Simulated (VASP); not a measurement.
Input of a VASP 6.6.1 run:

Contents of INCAR:

```
SYSTEM = ScPdF3
  PREC = Accurate
  ENCUT = 520
  EDIFF = 1E-7
  ISMEAR = 0
  SIGMA = 0.1
  LREAL = .FALSE.
  LASPH = .TRUE.
  NELM = 100
  ALGO = Normal
  ISIF = 2
  LWAVE = .FALSE.
  LCHARG = .TRUE.
  GGA = PE
  LELF = .TRUE.
  LVHAR = .TRUE.
  NBANDS = 29
```

The input KPOINTS:

```
Automatic mesh
0
G
  4 4 4
  0 0 0
```

The input POSCAR:

```
ScPdF3
1.0
    3.8198053900      0.0000000000      0.0000000000
    0.0000000000      3.8198053900      0.0000000000
    0.0000000000      0.0000000000      3.8198053900
Sc Pd F
1 1 3
Direct
    0.5000000000      0.5000000000      0.5000000000
    0.0000000000      0.0000000000      0.0000000000
    0.5000000000      0.0000000000      0.0000000000
    0.0000000000      0.5000000000      0.0000000000
    0.0000000000      0.0000000000      0.5000000000
```

Potentials or basis: VASP PAW PBE potentials, release 64 (Sc_sv, Pd, F).

The run is started by

```sh
$ cat potpaw_PBE.64/Sc_sv/POTCAR potpaw_PBE.64/Pd/POTCAR potpaw_PBE.64/F/POTCAR > POTCAR
$ mpirun -np 1 vasp_std > vasp.out
```

Q: What does it give for the band gap on the k mesh?

A: Zero (bands 21 and 22 overlap by 2.01 eV).

Q: Estimate the pressure.

A: 64.2 GPa.

Caveat: the k points lie up to 0.41 Å⁻¹ apart, too coarse for converged energies and pressures of a metal.
